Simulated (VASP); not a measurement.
# TaBi2O5 (I4mm) in VASP: notebook

TaBi2O5 is run at these levels: PBE; tasks: single point, relaxation of cell and atoms.

Program: VASP 6.6.1. These are calculated values, not measurements. Logs are shortened: lines on timing, memory, paths and dates and some standing lists are left out, and cuts for length are marked.

### Step 1. The cell of the first run

The structure is tetragonal, space group I4mm (No. 107). Conventional cell: a = 3.862 Å, b = 3.862 Å, c = 17.196 Å, α = 90.00°, β = 90.00°, γ = 90.00°. Ta (site symmetry 4mm) has 5 O at 1.82 to 1.98 Å within 2.4 Å. Bi (site symmetry 4mm) has 8 O at 2.38 to 3.08 Å within 3.2 Å. Bi (site symmetry 4mm) has 8 O at 2.28 to 3.03 Å within 3.1 Å. O (site symmetry 4mm) has 1 Ta at 1.82 Å within 2.4 Å. O (site symmetry 2mm) has 2 Ta at 1.98 Å within 2.6 Å. O (site symmetry 2mm) has 4 Bi at 2.28 to 2.38 Å and 4 O at 2.73 Å within 3.0 Å.

### Step 2. Single point, PBE

INCAR

```
SYSTEM = TaBi2O5
PREC = Accurate
ENCUT = 520
EDIFF = 1E-7
ISMEAR = 0
SIGMA = 0.15
LREAL = .FALSE.
LASPH = .TRUE.
NELM = 60
ALGO = Normal
ISIF = 2
LWAVE = .FALSE.
LCHARG = .FALSE.
GGA = PE
NBANDS = 46
```

KPOINTS

```
Automatic mesh
0
G
  4 4 4
  0 0 0
```

POSCAR

```
TaBi2O5
1.0
   -1.9308870876      1.9308870876      8.5977515465
    1.9308870876     -1.9308870876      8.5977515465
    1.9308870876      1.9308870876     -8.5977515465
Ta Bi O
1 2 5
Direct
    0.0088588500      0.0088588500      0.0000000000
    0.3429706338      0.3429706338      0.0000000000
    0.6909021308      0.6909021308      0.0000000000
    0.1145247838      0.1145247838      0.0000000000
   -0.0176973036      0.4823026964      0.5000000000
    0.4823026964     -0.0176973036      0.5000000000
    0.2615691044      0.7615691044      0.5000000000
    0.7615691044      0.2615691044      0.5000000000
```

Potentials or basis: VASP PAW PBE potentials, release 64 (Ta_pv, Bi_d, O).

The run is started by

```bash
> cat potpaw_PBE.64/Ta_pv/POTCAR potpaw_PBE.64/Bi_d/POTCAR potpaw_PBE.64/O/POTCAR > POTCAR
> mpirun -np 1 vasp_std > vasp.out
```

OUTCAR:

```text
SYSTEM = TaBi2O5
   PREC = Accurate
   ENCUT = 520
   EDIFF = 1E-7
   ISMEAR = 0
   LREAL = .FALSE.
   LASPH = .TRUE.
   NELM = 60
   ISIF = 2
   GGA = PE

 ion  position               nearest neighbor table
   1  0.009  0.009  0.000-   4 1.82   5 1.98   6 1.98   5 1.98   6 1.98
   2  0.343  0.343  0.000-   7 2.38   8 2.38   7 2.38   8 2.38   3 3.78   3 3.78   3 3.78   3 3.78

   3  0.691  0.691  0.000-   7 2.28   8 2.28   7 2.28   8 2.28   2 3.78   2 3.78   2 3.78   2 3.78

   4  0.115  0.115  0.000-   1 1.82
   5  0.982  0.482  0.500-   1 1.98   1 1.98
   6  0.482  0.982  0.500-   1 1.98   1 1.98
   7  0.262  0.762  0.500-   3 2.28   3 2.28   2 2.38   2 2.38
   8  0.762  0.262  0.500-   3 2.28   3 2.28   2 2.38   2 2.38

  LATTYP: Found a body centered tetragonal cell.
 ALAT       =     3.8617741752
 C/A-ratio  =     4.4527469274

  Lattice vectors:

 A1 = (  -1.9308870876,   1.9308870876,   8.5977515465)
 A2 = (   1.9308870876,  -1.9308870876,   8.5977515465)
 A3 = (   1.9308870876,   1.9308870876,  -8.5977515465)

Analysis of symmetry for initial positions (statically):
=====================================================================
 Subroutine PRICEL returns:
 Original cell was already a primitive cell.

 Routine SETGRP: Setting up the symmetry group for a
 body centered tetragonal supercell.

 Subroutine GETGRP returns: Found  8 space group operations
 (whereof  8 operations were pure point group operations)
 out of a pool of 16 trial point group operations.

The static configuration has the point symmetry C_4v.

Analysis of symmetry for dynamics (positions and initial velocities):
=====================================================================
 Subroutine PRICEL returns:
 Original cell was already a primitive cell.

 Routine SETGRP: Setting up the symmetry group for a
 body centered tetragonal supercell.

 Subroutine GETGRP returns: Found  8 space group operations
 (whereof  8 operations were pure point group operations)
 out of a pool of 16 trial point group operations.

The dynamic configuration has the point symmetry C_4v.

 Subroutine INISYM returns: Found  8 space group operations
 (whereof  8 operations are pure point group operations),
 and found     1 'primitive' translations

----------------------------------------------------------------------------------------

                                     Primitive cell

  volume of cell :     128.2208

  direct lattice vectors                    reciprocal lattice vectors
    -1.930887088  1.930887088  8.597751546     0.000000000  0.258948337  0.058154739
     1.930887088 -1.930887088  8.597751546     0.258948337  0.000000000  0.058154739
     1.930887088  1.930887088 -8.597751546     0.258948337  0.258948337  0.000000000

  length of vectors
     9.020974534  9.020974534  9.020974534     0.265398219  0.265398219  0.366208250

  position of ions in fractional coordinates (direct lattice)
     0.008858850  0.008858850  0.000000000
     0.342970634  0.342970634  0.000000000
     0.690902131  0.690902131  0.000000000
     0.114524784  0.114524784  0.000000000
     0.982302696  0.482302696  0.500000000
     0.482302696  0.982302696  0.500000000
     0.261569104  0.761569104  0.500000000
     0.761569104  0.261569104  0.500000000

  ion indices of the primitive-cell ions
   primitive index   ion index
                 1           1
                 2           2
                 3           3
                 4           4
                 5           5
                 6           6
                 7           7
                 8           8

----------------------------------------------------------------------------------------

 KPOINTS: Automatic mesh

Automatic generation of k-mesh.
 Grid dimensions read from file:
 generate k-points for:    4    4    4

 Generating k-lattice:

  Cartesian coordinates                     Fractional coordinates (reciprocal lattice)
     0.000000000  0.064737084  0.014538685     0.250000000 -0.000000000  0.000000000
     0.064737084  0.000000000  0.014538685    -0.000000000  0.250000000  0.000000000
     0.064737084  0.064737084  0.000000000     0.000000000  0.000000000  0.250000000

  Length of vectors
     0.066349555  0.066349555  0.091552062

  Shift w.r.t. Gamma in fractional coordinates (k-lattice)
     0.000000000  0.000000000  0.000000000

 Subroutine IBZKPT returns following result:
 ===========================================

 Found     13 irreducible k-points:

 Following reciprocal coordinates:
            Coordinates               Weight
  0.000000  0.000000  0.000000      1.000000
  0.250000 -0.000000  0.000000      8.000000
  0.500000 -0.000000  0.000000      4.000000
  0.250000  0.250000  0.000000      8.000000
  0.500000  0.250000  0.000000     16.000000
 -0.250000  0.250000  0.000000      4.000000
  0.500000  0.500000  0.000000      2.000000
  0.250000  0.250000  0.250000      2.000000
 -0.250000  0.250000  0.250000      4.000000
  0.500000  0.500000  0.250000      4.000000
 -0.250000  0.500000  0.250000      8.000000
 -0.250000 -0.250000  0.250000      2.000000
  0.500000  0.500000  0.500000      1.000000
   k-points           NKPTS =     13   k-points in BZ     NKDIM =     13   number of bands    NBANDS=     46
   number of dos      NEDOS =    301   number of ions     NIONS =      8
   total plane-waves  NPLWV = 343000
   dimension x,y,z NGX =    70 NGY =   70 NGZ =   70
   dimension x,y,z NGXF=   140 NGYF=  140 NGZF=  140
   ions per type =               1   2   5
   NGX,Y,Z   is equivalent  to a cutoff of  12.90, 12.90, 12.90 a.u.
   NGXF,Y,Z  is equivalent  to a cutoff of  25.80, 25.80, 25.80 a.u.
 SYSTEM =  TaBi2O5
   PREC   = accura    normal or accurate (medium, high low for compatibility)
   ISTART =      0    job   : 0-new  1-cont  2-samecut
   ICHARG =      2    charge: 1-file 2-atom 10-const
   ISPIN  =      1    spin polarized calculation?
   LNONCOLLINEAR =      F non collinear calculations
   LSORBIT =      F    spin-orbit coupling
   LASPH  =      T    aspherical Exc in radial PAW
   ENCUT  =  520.0 eV  38.22 Ry    6.18 a.u.  16.77 16.77 16.77*2*pi/ulx,y,z
   NELM   =     60;   NELMIN=  2; NELMDL= -5     # of ELM steps
   EDIFF  = 0.1E-06   stopping-criterion for ELM
   LREAL  =      F    real-space projection
   EDIFFG = 0.1E-05   stopping-criterion for IOM
   NSW    =      0    number of steps for IOM
   IBRION =     -1    ionic relax: 0-MD 1-quasi-New 2-CG
   NFREE  =      0    steps in history (QN), initial steepest desc. (CG)
   ISIF   =      2    stress and relaxation
   ISYM   =      2    0-nonsym 1-usesym 2-fastsym
   POTIM  = 0.5000    time-step for ionic-motion
   TEBEG  =    0.0;   TEEND  =   0.0 temperature during run
   PSTRESS=    0.0 pullay stress
   NELECT =      71.0000    total number of electrons
   NUPDOWN=      -1.0000    fix difference up-down
   EMIN   =  10.00;   EMAX   =-10.00  energy-range for DOS
   EFERMI =   0.00;   METHOD = LEGACY
   ISMEAR =     0;   SIGMA  =   0.15  broadening in eV -4-tet -1-fermi 0-gaus
   EFERMI_NEDOS =   21; number of points for ismear=-14 and -15
   IALGO  =     38    algorithm
   IMIX   =      4    mixing-type and parameters
     AMIX     =   0.40;   BMIX     =  1.00
     AMIX_MAG =   1.60;   BMIX_MAG =  1.00
  volume/ion in A,a.u.               =      16.03       108.16
  Fermi-wavevector in a.u.,A,eV,Ry     =   1.344337  2.540428 24.589010  1.807241
  Thomas-Fermi vector in A             =   2.472338
   LORBIT       =      0    0 simple, 1 ext, 2 COOP (PROOUT), +10 PAW based schemes
   GGA     = PE    functional components
   LHFCALC =     F    Hartree Fock is set to
   AEXX    =    0.0000 exact exchange contribution
   IVDW    =     0    specifies the selected vdW correction
   LEPSILON=     F    determine dielectric tensor
   LRPA    =     F    only Hartree local field effects (RPA)
 non-spin polarized calculation
 Gauss-broadening in eV      SIGMA  =   0.15
  energy-cutoff  :      520.00
  volume of cell :      128.22
 maximum number of plane-waves:      3470
 NGX is ok and might be reduce to    70
   NGX = 33   NGY = 33   NGZ = 33

 number of electron      70.9999994 magnetization

 Free energy of the ion-electron system (eV)
  ---------------------------------------------------
  ext. energy  EPLUGINS =         0.00000000
  ---------------------------------------------------
  free energy    TOTEN  =       -58.28550402 eV

  energy without entropy =      -58.23429130  energy(sigma->0) =      -58.25989766

 E-fermi :   6.4222     XC(G=0): -10.3313

 val. band max:        6.3979521993   @ k =   0.2500   0.2500   0.0000
 cond. band min:       6.4896258004   @ k =   0.5000   0.5000   0.2500
 fundamental gap:      0.0916736011
 Fermi energy:         6.4221872676

 k-point     1 :       0.0000    0.0000    0.0000
  band No.  band energies     occupation
      1     -30.2878      2.00000
      2     -30.0383      2.00000
      3     -30.0383      2.00000
      4     -18.0918      2.00000
      5     -17.9186      2.00000
      6     -17.9061      2.00000
[... 38 lines left out ...]
     45      10.5439      0.00000
     46      11.6615      0.00000

 k-point     2 :       0.2500   -0.0000    0.0000
  band No.  band energies     occupation
      1     -30.2849      2.00000
      2     -30.0961      2.00000
      3     -30.0361      2.00000
      4     -18.0729      2.00000
      5     -17.9222      2.00000
      6     -17.9159      2.00000
[... 38 lines left out ...]
     45      10.8344      0.00000
     46      12.1484      0.00000

 k-point     3 :       0.5000   -0.0000    0.0000
  band No.  band energies     occupation
      1     -30.2816      2.00000
      2     -30.1534      2.00000
      3     -30.0339      2.00000
      4     -18.0357      2.00000
      5     -18.0119      2.00000
      6     -17.9144      2.00000
[... 479 lines left out ...]
     45      10.6709      0.00000
     46      11.6293      0.00000

 k-point    13 :       0.5000    0.5000    0.5000
  band No.  band energies     occupation
      1     -30.2877      2.00000
      2     -30.0383      2.00000
      3     -30.0383      2.00000
      4     -18.0918      2.00000
      5     -17.9186      2.00000
      6     -17.9061      2.00000
[... 38 lines left out ...]
     45      10.7729      0.00000
     46      11.6166      0.00000

------------------------ aborting loop because EDIFF is reached ----------------------------------------

  FORCE on cell =-STRESS in cart. coord.  units (eV):
  Direction    XX          YY          ZZ          XY          YZ          ZX
  --------------------------------------------------------------------------------------
  -------------------------------------------------------------------------------------
  Total        0.2343613      0.2343613      0.5981263      0.0000000      0.0000000      0.0000000
  in kB        2.9284506      2.9284506      7.4738584      0.0000000      0.0000000      0.0000000
  external PRESSURE =       4.4435865 kB  Pullay stress =       0.0000000 kB

 VOLUME and BASIS-vectors are now :
 -----------------------------------------------------------------------------
  energy-cutoff  :      520.00
  volume of cell :      128.22
      direct lattice vectors                 reciprocal lattice vectors
    -1.930887088  1.930887088  8.597751546     0.000000000  0.258948337  0.058154739
     1.930887088 -1.930887088  8.597751546     0.258948337  0.000000000  0.058154739
     1.930887088  1.930887088 -8.597751546     0.258948337  0.258948337  0.000000000

 POSITION                                       TOTAL-FORCE (eV/Angst)
 -----------------------------------------------------------------------------------
      0.00000      0.00000      0.15233         0.000000      0.000000     -0.239445
      0.00000      0.00000      5.89755         0.000000      0.000000      0.051305
      0.00000      0.00000     11.88041         0.000000      0.000000     -0.079165
      0.00000      0.00000      1.96931        -0.000000     -0.000000      0.301554
      0.00000      1.93089      8.29344         0.000000     -0.000000     -0.033049
      1.93089      0.00000      8.29344        -0.000000      0.000000     -0.033049
      1.93089      0.00000      4.49781         0.000000      0.000000      0.015924
      0.00000      1.93089      4.49781         0.000000      0.000000      0.015924
 -----------------------------------------------------------------------------------
    total drift:                                0.000001      0.000001      0.001604

  FREE ENERGIE OF THE ION-ELECTRON SYSTEM (eV)
  ---------------------------------------------------
  free  energy   TOTEN  =       -58.2855040169 eV

  energy  without entropy=      -58.2342913020  energy(sigma->0) =      -58.25989766
```

Wall time 3.1 min (1 thread of Intel Xeon 6975P-C (Granite Rapids), shared host); peak memory 0.69 GiB.

What came out:

```
Free energy            : -58.2855 eV
Pressure               : 0.4 GPa
Largest force          : 0.302 eV/Å
Band gap on the k mesh : zero (an odd number of electrons rules out a gap without spin polarisation)
```

Forces in eV/Å, atoms in the order of the input:
```
Ta   0.000  0.000 -0.239
Bi   0.000  0.000  0.051
Bi   0.000  0.000 -0.079
O    0.000  0.000  0.302
O    0.000  0.000 -0.033
O    0.000  0.000 -0.033
O    0.000  0.000  0.016
O    0.000  0.000  0.016
```

Caveat: the k points lie up to 0.42 Å⁻¹ apart, too coarse for converged energies and pressures of a metal; spin-orbit coupling is left out, which moves the levels of the heavy elements; an odd number of electrons without spin polarisation forces a metal; a magnetic or distorted state may lie lower.

[end of part 1 of 2]
